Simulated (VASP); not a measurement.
# AsIr (Pmma) in VASP: single point with PBE

Aim: the single point of AsIr with PBE.

Program: VASP 6.6.1. These are calculated values, not measurements. Logs are shortened: lines on timing, memory, paths and dates and some standing lists are left out, and cuts for length are marked.

## Step 1: The cell of the first run

It takes space group Pmma (No. 51, orthorhombic). Conventional cell: a = 4.494 Å, b = 2.961 Å, c = 4.776 Å, α = 90.00°, β = 90.00°, γ = 90.00°. Within 3.5 Å of As (site symmetry mm2) lie 8 Ir at 2.63 to 3.00 Å and 6 As at 2.96 to 3.37 Å. Within 3.5 Å of Ir (site symmetry mm2) lie 8 As at 2.63 to 3.00 Å and 4 Ir at 2.89 to 2.96 Å.

## Step 2: Single point, PBE

The input, INCAR:

```
PREC = Accurate
ENCUT = 520
EDIFF = 1E-6
ISMEAR = 0
SIGMA = 0.1
LREAL = False
LASPH = True
NELM = 60
ALGO = Normal
ISIF = 2
LWAVE = False
LCHARG = False
GGA = PE
NBANDS = 22
```

The input, KPOINTS:

```
regular mesh
0
Gamma
  10 16 10
```

The input, POSCAR:

```
AsIr
1.0
    4.4941720745      0.0000000000      0.0000000000
    0.0000000000      2.9612440891      0.0000000000
    0.0000000000      0.0000000000      4.7763511927
As Ir
2 2
Direct
    0.7500000000      0.0000000000      0.7366399798
    0.2500000000      0.0000000000      0.2633600202
    0.7500000000      0.5000000000      0.1908287267
    0.2500000000      0.5000000000      0.8091712733
```

Potentials or basis: VASP PAW PBE potentials, release 64 (As, Ir).

Run with:

```console
> cat potpaw_PBE.64/As/POTCAR potpaw_PBE.64/Ir/POTCAR > POTCAR
> mpirun -np 1 vasp_std > vasp.out
```

OUTCAR:

```text
PREC = Accurate
   ENCUT = 520
   EDIFF = 1E-6
   ISMEAR = 0
   LREAL = False
   LASPH = True
   NELM = 60
   ISIF = 2
   GGA = PE

 ion  position               nearest neighbor table
   1  0.750  0.000  0.737-   3 2.63   3 2.63   4 2.71   4 2.71   4 2.71   4 2.71   3 3.00   3 3.00

   2  0.250  0.000  0.263-   4 2.63   4 2.63   3 2.71   3 2.71   3 2.71   3 2.71   4 3.00   4 3.00

   3  0.750  0.500  0.191-   1 2.63   1 2.63   2 2.71   2 2.71   2 2.71   2 2.71   4 2.89   4 2.89
                             1 3.00   1 3.00
   4  0.250  0.500  0.809-   2 2.63   2 2.63   1 2.71   1 2.71   1 2.71   1 2.71   3 2.89   3 2.89
                             2 3.00   2 3.00

  LATTYP: Found a simple orthorhombic cell.
 ALAT       =     2.9612440891
 B/A-ratio  =     1.5176635020
 C/A-ratio  =     1.6129542344

  Lattice vectors:

 A1 = (   0.0000000000,  -2.9612440891,   0.0000000000)
 A2 = (   4.4941720745,   0.0000000000,   0.0000000000)
 A3 = (   0.0000000000,   0.0000000000,   4.7763511927)

Analysis of symmetry for initial positions (statically):
=====================================================================
 Subroutine PRICEL returns:
 Original cell was already a primitive cell.

 Routine SETGRP: Setting up the symmetry group for a
 simple orthorhombic supercell.

 Subroutine GETGRP returns: Found  8 space group operations
 (whereof  4 operations were pure point group operations)
 out of a pool of  8 trial point group operations.

The static configuration has the point symmetry C_2h.
 The point group associated with its full space group is D_2h.

Analysis of symmetry for dynamics (positions and initial velocities):
=====================================================================
 Subroutine PRICEL returns:
 Original cell was already a primitive cell.

 Routine SETGRP: Setting up the symmetry group for a
 simple orthorhombic supercell.

 Subroutine GETGRP returns: Found  8 space group operations
 (whereof  4 operations were pure point group operations)
 out of a pool of  8 trial point group operations.

The dynamic configuration has the point symmetry C_2h.
 The point group associated with its full space group is D_2h.

 Subroutine INISYM returns: Found  8 space group operations
 (whereof  4 operations are pure point group operations),
 and found     1 'primitive' translations

----------------------------------------------------------------------------------------

                                     Primitive cell

  volume of cell :      63.5653

  direct lattice vectors                    reciprocal lattice vectors
     4.494172074  0.000000000  0.000000000     0.222510394  0.000000000  0.000000000
     0.000000000  2.961244089  0.000000000     0.000000000  0.337695904  0.000000000
     0.000000000  0.000000000  4.776351193     0.000000000  0.000000000  0.209364839

  length of vectors
     4.494172074  2.961244089  4.776351193     0.222510394  0.337695904  0.209364839

  position of ions in fractional coordinates (direct lattice)
     0.750000000  0.000000000  0.736639980
     0.250000000  0.000000000  0.263360020
     0.750000000  0.500000000  0.190828727
     0.250000000  0.500000000  0.809171273

  ion indices of the primitive-cell ions
   primitive index   ion index
                 1           1
                 2           2
                 3           3
                 4           4

----------------------------------------------------------------------------------------

 KPOINTS: regular mesh

Automatic generation of k-mesh.
 Grid dimensions read from file:
 generate k-points for:   10   16   10

 Generating k-lattice:

  Cartesian coordinates                     Fractional coordinates (reciprocal lattice)
     0.022251039  0.000000000  0.000000000     0.100000000  0.000000000  0.000000000
     0.000000000  0.021105994  0.000000000     0.000000000  0.062500000  0.000000000
     0.000000000  0.000000000  0.020936484     0.000000000  0.000000000  0.100000000

  Length of vectors
     0.022251039  0.021105994  0.020936484

  Shift w.r.t. Gamma in fractional coordinates (k-lattice)
     0.000000000  0.000000000  0.000000000

 Subroutine IBZKPT returns following result:
 ===========================================

 Found    324 irreducible k-points:

 Following reciprocal coordinates:
            Coordinates               Weight
  0.000000  0.000000  0.000000      1.000000
  0.100000  0.000000  0.000000      2.000000
  0.200000  0.000000  0.000000      2.000000
  0.300000  0.000000  0.000000      2.000000
  0.400000  0.000000  0.000000      2.000000
  0.500000  0.000000  0.000000      1.000000
[... 16 lines left out ...]
  0.400000  0.187500  0.000000      4.000000
  0.500000  0.187500  0.000000      2.000000
 [... further k-points ...]
   k-points           NKPTS =    324   k-points in BZ     NKDIM =    324   number of bands    NBANDS=     22
   number of dos      NEDOS =    301   number of ions     NIONS =      4
   total plane-waves  NPLWV =  31104
   dimension x,y,z NGX =    36 NGY =   24 NGZ =   36
   dimension x,y,z NGXF=    72 NGYF=   48 NGZF=   72
   ions per type =               2   2
   NGX,Y,Z   is equivalent  to a cutoff of  13.32, 13.47, 12.53 a.u.
   NGXF,Y,Z  is equivalent  to a cutoff of  26.63, 26.95, 25.06 a.u.
 SYSTEM =  unknown system
   PREC   = accura    normal or accurate (medium, high low for compatibility)
   ISTART =      0    job   : 0-new  1-cont  2-samecut
   ICHARG =      2    charge: 1-file 2-atom 10-const
   ISPIN  =      1    spin polarized calculation?
   LNONCOLLINEAR =      F non collinear calculations
   LSORBIT =      F    spin-orbit coupling
   LASPH  =      T    aspherical Exc in radial PAW
   ENCUT  =  520.0 eV  38.22 Ry    6.18 a.u.   8.36  5.51  8.88*2*pi/ulx,y,z
   NELM   =     60;   NELMIN=  2; NELMDL= -5     # of ELM steps
   EDIFF  = 0.1E-05   stopping-criterion for ELM
   LREAL  =      F    real-space projection
   EDIFFG = 0.1E-04   stopping-criterion for IOM
   NSW    =      0    number of steps for IOM
   IBRION =     -1    ionic relax: 0-MD 1-quasi-New 2-CG
   NFREE  =      0    steps in history (QN), initial steepest desc. (CG)
   ISIF   =      2    stress and relaxation
   ISYM   =      2    0-nonsym 1-usesym 2-fastsym
   POTIM  = 0.5000    time-step for ionic-motion
   TEBEG  =    0.0;   TEEND  =   0.0 temperature during run
   PSTRESS=    0.0 pullay stress
   NELECT =      28.0000    total number of electrons
   NUPDOWN=      -1.0000    fix difference up-down
   EMIN   =  10.00;   EMAX   =-10.00  energy-range for DOS
   EFERMI =   0.00;   METHOD = LEGACY
   ISMEAR =     0;   SIGMA  =   0.10  broadening in eV -4-tet -1-fermi 0-gaus
   EFERMI_NEDOS =   21; number of points for ismear=-14 and -15
   IALGO  =     38    algorithm
   IMIX   =      4    mixing-type and parameters
     AMIX     =   0.40;   BMIX     =  1.00
     AMIX_MAG =   1.60;   BMIX_MAG =  1.00
  volume/ion in A,a.u.               =      15.89       107.24
  Fermi-wavevector in a.u.,A,eV,Ry     =   1.245625  2.353891 21.110563  1.551583
  Thomas-Fermi vector in A             =   2.379839
   LORBIT       =      0    0 simple, 1 ext, 2 COOP (PROOUT), +10 PAW based schemes
   GGA     = PE    functional components
   LHFCALC =     F    Hartree Fock is set to
   AEXX    =    0.0000 exact exchange contribution
   IVDW    =     0    specifies the selected vdW correction
   LEPSILON=     F    determine dielectric tensor
   LRPA    =     F    only Hartree local field effects (RPA)
 non-spin polarized calculation
 Gauss-broadening in eV      SIGMA  =   0.10
  energy-cutoff  :      520.00
  volume of cell :       63.57
 maximum number of plane-waves:      1739
 NGX is ok and might be reduce to    36
   NGX = 17   NGY = 11   NGZ = 17

 number of electron      27.9999998 magnetization

 Free energy of the ion-electron system (eV)
  ---------------------------------------------------
  ext. energy  EPLUGINS =         0.00000000
  ---------------------------------------------------
  free energy    TOTEN  =       -26.13362841 eV

  energy without entropy =      -26.12119786  energy(sigma->0) =      -26.12741314

 E-fermi :   8.5360     XC(G=0): -12.3893

 val. band max:        8.5313546287   @ k =   0.0000   0.4375   0.2000
 cond. band min:       8.5364749499   @ k =   0.3000   0.1250   0.2000
 fundamental gap:      0.0051203211
 Fermi energy:         8.5360151704

 k-point     1 :       0.0000    0.0000    0.0000
  band No.  band energies     occupation
      1      -6.1048      2.00000
      2      -3.4768      2.00000
      3       2.7186      2.00000
      4       3.4933      2.00000
      5       3.6515      2.00000
      6       4.0220      2.00000
[... 14 lines left out ...]
     21      17.3219      0.00000
     22      18.0228      0.00000

 k-point     2 :       0.1000    0.0000    0.0000
  band No.  band energies     occupation
      1      -6.0311      2.00000
      2      -3.4931      2.00000
      3       2.7222      2.00000
      4       2.8222      2.00000
      5       4.0315      2.00000
      6       4.0715      2.00000
[... 14 lines left out ...]
     21      17.4801      0.00000
     22      17.9684      0.00000

 k-point     3 :       0.2000    0.0000    0.0000
  band No.  band energies     occupation
      1      -5.8148      2.00000
      2      -3.5667      2.00000
      3       2.1444      2.00000
      4       2.7106      2.00000
      5       4.0056      2.00000
      6       4.0399      2.00000
[... 14 lines left out ...]
     21      17.7977      0.00000
     22      17.8601      0.00000
[... 476 lines left out ...]
 k-point    23 :       0.4000    0.1875    0.0000
  band No.  band energies     occupation
      1      -4.5220      2.00000
      2      -3.6556      2.00000
      3       2.3095      2.00000
      4       2.8756      2.00000
      5       3.4746      2.00000
      6       3.7429      2.00000
[... 14 lines left out ...]
     21      17.7691      0.00000
     22      18.6501      0.00000

 k-point    24 :       0.5000    0.1875    0.0000
  band No.  band energies     occupation
      1      -4.0802      2.00000
      2      -4.0802      2.00000
      3       2.6020      2.00000
      4       2.6020      2.00000
      5       3.5012      2.00000
      6       3.5012      2.00000
[... 14 lines left out ...]
     21      18.4507      0.00000
     22      18.4507      0.00000

 [... further k-points ...]
[... 5 lines left out ...]
  --------------------------------------------------------------------------------------
  -------------------------------------------------------------------------------------
  Total        0.2077169      0.2010832      0.1884594      0.0000000      0.0000000     -0.0000000
  in kB        5.2355485      5.0683447      4.7501599      0.0000000      0.0000000     -0.0000000
  external PRESSURE =       5.0180177 kB  Pullay stress =       0.0000000 kB

 VOLUME and BASIS-vectors are now :
 -----------------------------------------------------------------------------
  energy-cutoff  :      520.00
  volume of cell :       63.57
      direct lattice vectors                 reciprocal lattice vectors
     4.494172074  0.000000000  0.000000000     0.222510394  0.000000000  0.000000000
     0.000000000  2.961244089  0.000000000     0.000000000  0.337695904  0.000000000
     0.000000000  0.000000000  4.776351193     0.000000000  0.000000000  0.209364839

 POSITION                                       TOTAL-FORCE (eV/Angst)
 -----------------------------------------------------------------------------------
      3.37063      0.00000      3.51845        -0.000000     -0.000000     -0.034503
      1.12354      0.00000      1.25790        -0.000000      0.000000      0.034503
      3.37063      1.48062      0.91147        -0.000000     -0.000000      0.030887
      1.12354      1.48062      3.86489         0.000000     -0.000000     -0.030887
 -----------------------------------------------------------------------------------
    total drift:                                0.000000     -0.000000      0.000000

  FREE ENERGIE OF THE ION-ELECTRON SYSTEM (eV)
  ---------------------------------------------------
  free  energy   TOTEN  =       -26.1336284147 eV

  energy  without entropy=      -26.1211978596  energy(sigma->0) =      -26.12741314
```

Run time: 6.2 min. Hardware: 1 thread of Oxide Virtual Turin-like, shared host; peak memory 0.48 GiB.

What came out:

```yaml
Free_energy: -26.1336 eV
Pressure: 0.5 GPa
Largest_force: 0.035 eV/Å
Band_gap_on_the_k_mesh: zero (band 14 reaches 11.04 eV, above the bottom of band 15 at 8.20 eV)
```

Forces on the atoms (eV/Å):
```
As   0.000  0.000 -0.035
As   0.000  0.000  0.035
Ir   0.000  0.000  0.031
Ir   0.000  0.000 -0.031
```

Caveat: spin-orbit coupling is left out, which moves the levels of the heavy elements.
